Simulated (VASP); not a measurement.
Write the native input for VASP 6.6.1 that does the following.

* Task: single point
* Functional: PBE
* Potentials or basis: VASP PAW PBE potentials, release 64 (Na_pv, Li_sv)
* Cutoff: 520 eV
* k mesh: 2 × 2 × 2
* Occupations: gaussian, width 0.05 eV
* Spin: no spin polarisation
* Dipole correction: no
* Further INCAR settings: LREAL = Auto; ALGO = Normal; EDIFF = 1e-07; NBANDS = 72

The structure of Na16Li (a cell with a defect) lies in POSCAR:

```
Na16Li
1.0
    8.4600000000      0.0000000000      0.0000000000
    0.0000000000      8.4600000000      0.0000000000
    0.0000000000      0.0000000000      8.4600000000
Na Li
16 1
Direct
    0.0016506886      0.0175634433      0.0194210482
    0.4728548568      0.0112537776     -0.0074203483
    0.0735735459      0.4976244443      0.0794679339
   -0.0200734705     -0.0070354708      0.4565426552
    0.2775424835      0.2593845489      0.2946523331
    0.4759141854      0.4941965895     -0.0249894121
    0.5063979018     -0.0109331435      0.4869440460
    0.7378820658      0.2749940254      0.2189988225
   -0.0371331575      0.5051353301      0.4947940716
    0.2768947887      0.7438674435      0.2806408904
    0.1990876338      0.2662350163      0.7424067970
    0.5301463688      0.5053842606      0.5394452435
    0.7409271387      0.7267772994      0.2043756180
    0.7423039734      0.1939774473      0.7231638156
    0.2013655847      0.7388558133      0.7527255465
    0.7499520655      0.7970258548      0.7526570559
    0.8280341167      0.4838654400      0.8628863930
```

One way to write it, as run:

INCAR

```
SYSTEM = Na16Li
PREC = Accurate
ENCUT = 520
EDIFF = 1E-7
ISMEAR = 0
SIGMA = 0.05
LREAL = Auto
LASPH = .TRUE.
NELM = 100
ALGO = Normal
ISIF = 2
LWAVE = .FALSE.
LCHARG = .TRUE.
GGA = PE
LELF = .TRUE.
LVHAR = .TRUE.
NBANDS = 72
```

KPOINTS

```
regular mesh
0
G
  2 2 2
  0 0 0
```

Potentials or basis: VASP PAW PBE potentials, release 64 (Na_pv, Li_sv).

The run is started by

```bash
$ cat potpaw_PBE.64/Na_pv/POTCAR potpaw_PBE.64/Li_sv/POTCAR > POTCAR
$ mpirun -np 1 vasp_std > vasp.out
```

It gave:

- Largest force: 0.024 eV/Å
- Band gap on the k mesh: zero (an odd number of electrons rules out a gap without spin polarisation)

Caveat: the k points lie up to 0.37 Å⁻¹ apart, too coarse for converged energies and pressures of a metal.

Run time: 11 min on 1 thread of Intel(R) Xeon(R) Platinum 8259CL CPU @ 2.50GHz (Skylake/Cascade Lake), with other jobs on the host, peak memory 0.64 GiB.
